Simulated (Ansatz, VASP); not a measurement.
**MgS: VASP beside Ansatz**

```xyz
8
Lattice="4.0405 0.0000 0.0000 -2.0203 3.4992 0.0000 0.0000 0.0000 13.0800" Properties=species:S:1:pos:R:3 pbc="T T T"
Mg    0.0000    0.0000    1.2407
Mg    0.0000    0.0000    7.7807
Mg    0.0000    2.3328    4.4989
Mg    2.0203    1.1664   11.0389
S     0.0000    0.0000    5.3069
S     0.0000    0.0000   11.8469
S     0.0000    2.3328    2.0335
S     2.0203    1.1664    8.5735
```

Alike in both runs: functional PBE; k mesh 6 × 6 × 2; occupations gaussian, width 0.02 eV; no spin polarisation.

Ansatz relaxed the structure, and its values are those at the end. VASP's run is a single point on that final structure, the one shown.

|  | VASP | Ansatz |
| --- | --- | --- |
| version | VASP 6.6.1 | Ansatz 0.2.0 |
| potentials or method | VASP PAW PBE potentials, release 64 (Mg, S), cutoff 520 eV | scalar-relativistic, plane waves, PAW |
| valence electrons in the cell | 32 | 64 |

```tsv
	VASP	Ansatz	Ansatz less VASP
gap on the k mesh at the Fermi level (eV)	3.37	3.37	+0.008
least direct gap on the mesh (eV)	3.37	3.37	+0.008
pressure (GPa)	-0.2	0.0	+0.15
```

The functional is the same, so the differences come from potentials, cutoffs and numerics. VASP's potentials hold 32 valence electrons a cell and Ansatz's 64, so a difference there can come from the potentials and not from the codes.
